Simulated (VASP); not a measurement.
A run of VASP 6.6.1 is set up as follows.

INCAR

```
ALGO = Normal ; EDIFF = 1E-6
ENCUT = 500 ; GGA = PE
GGA_COMPAT = F ; ISIF = 2
ISMEAR = 0 ; LASPH = T
LCHARG = F ; LREAL = F
LWAVE = F ; NBANDS = 12
NELM = 120 ; PREC = Accurate
SIGMA = 0.05
```

KPOINTS

```
k-points
0
Gamma
  16 16 16
```

The input POSCAR:

```
Hg
1.0
    0.0000000000      2.5255563834      2.5255563834
    2.5255563834      0.0000000000      2.5255563834
    2.5255563834      2.5255563834      0.0000000000
Hg
1
Direct
    0.0000000000      0.0000000000      0.0000000000
```

Potentials or basis: VASP PAW PBE potentials, release 64 (Hg).

The run is started by

```bash
$ cat potpaw_PBE.64/Hg/POTCAR > POTCAR
$ mpirun -np 1 vasp_std > vasp.out
```

Q: Predict the pressure.

A: 0.1 GPa.
